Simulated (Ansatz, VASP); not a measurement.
**LiBr in VASP and in Ansatz**

Contents of POSCAR:

```
LiBr
1.0
    0.0000000000      2.7934565946      2.7934565946
    2.7934565946      0.0000000000      2.7934565946
    2.7934565946      2.7934565946      0.0000000000
Li Br
1 1
Direct
    0.0000000000      0.0000000000      0.0000000000
    0.5000000000      0.5000000000      0.5000000000
```

INCAR.step1

```
PREC = Accurate
ENCUT = 830
ISMEAR = 0
SIGMA = 0.02
LREAL = F
LASPH = T
NELM = 120
NBANDS = 12
GGA = PE
ALGO = Normal
EDIFF = 1E-5
LWAVE = T
LCHARG = F
GGA_COMPAT = F
```

INCAR.step2

```
PREC = Accurate
ENCUT = 830
EDIFF = 1E-6
ISMEAR = 0
SIGMA = 0.02
LREAL = F
LASPH = T
NELM = 120
ALGO = Normal
ISIF = 2
LWAVE = F
LCHARG = F
METAGGA = R2SCAN
LMIXTAU = T
NBANDS = 12
ISTART = 1
GGA_COMPAT = F
```

KPOINTS

```
regular mesh
0
Gamma
  8 8 8
```

Input for Ansatz:

```yaml
crystal:
  lattice:
    - [0.0, 2.7934565946, 2.7934565946]
    - [2.7934565946, 0.0, 2.7934565946]
    - [2.7934565946, 2.7934565946, 0.0]
  atoms:
    - { symbol: Li, position: [0.0, 0.0, 0.0] }
    - { symbol: Br, position: [0.5, 0.5, 0.5] }
basis:
  ecutwfc: 500
kpoints:
  mp_grid: { grid: [8, 8, 8] }
hamiltonian:
  xc: r2scan
scf:
  occupations: { method: gaussian, width: 0.02 }
output:
  forces: true
  stress: true
  eigenvalues: true
```

Alike in both runs: task single point; functional r2SCAN; k mesh 8 × 8 × 8; occupations gaussian, width 0.02 eV; no spin polarisation.

```csv
,VASP,Ansatz
version,VASP 6.6.1,Ansatz 0.2.0
potentials or method,"VASP PAW PBE potentials, release 64 (Li_sv, Br), cutoff 830 eV","scalar-relativistic, plane waves, PAW"
valence electrons in the cell,10,10
```

```csv
,VASP,Ansatz,Ansatz less VASP
gap on the k mesh at the Fermi level (eV),5.67,5.61,-0.061
least direct gap on the mesh (eV),5.67,5.61,-0.061
pressure (GPa),-1.7,-1.4,+0.24
```

VASP's potentials were made for PBE, not for r2SCAN. With one functional, cell and mesh, what is left measures potentials, basis and numerics.
